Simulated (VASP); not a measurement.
**Ga: single point with PBEsol**

Ga:

```xyz
2
Lattice="1.4101 -4.1055 0.0000 1.4101 4.1055 0.0000 -0.1198 0.0000 3.3952" Properties=species:S:1:pos:R:3 pbc="T T T"
Ga    1.3802   -3.0298    0.8488
Ga    1.3203    3.0298    2.5464
```

This cell differs from its parent crystal: volume scaled by 1.06.

* Program: VASP 6.6.1
* Task: single point
* Functional: PBEsol
* Potentials or basis: VASP PAW PBE potentials, release 64 (Ga_d)
* Cutoff: 520 eV
* k mesh: 14 × 14 × 11
* Occupations: fermi-dirac, width 0.03 eV
* Spin: no spin polarisation
* Dipole correction: no
* Further INCAR settings: ALGO = Normal; EDIFF = 1e-06; NBANDS = 20

The pressure is -4.4 GPa. The largest force is 0.152 eV/Å and the band gap on the k mesh is zero (band 13 reaches 8.82 eV, above the bottom of band 14 at 1.20 eV).

Forces on the atoms (eV/Å):
```
Ga   0.000  0.152  0.000
Ga   0.000 -0.152  0.000
```

Stress tensor (GPa, compression positive):
```
-4.43  0.00 -0.05
 0.00 -4.40  0.00
-0.05  0.00 -4.49
```

Levels at points of the mesh, in eV from the Fermi level:
| k point | band 11 | band 12 | band 13 | band 14 | band 15 | band 16 |
| --- | --- | --- | --- | --- | --- | --- |
| (0.00, 0.00, 0.00) | -10.79 | -1.92 | -1.79 | 1.62 | 5.34 | 9.27 |
| (0.50, 0.00, 0.00) | -5.92 | -4.78 | -1.22 | -0.10 | 5.51 | 6.25 |
| (0.50, 0.50, 0.00) | -8.75 | -8.28 | 3.87 | 4.41 | 5.49 | 5.72 |

Run time: 120 s on 1 thread of Intel(R) Xeon(R) 6975P-C (Granite Rapids), with other jobs on the host, peak memory 0.45 GiB.

Caveat: the PAW data sets were made with another functional, which shifts forces and pressure a little.
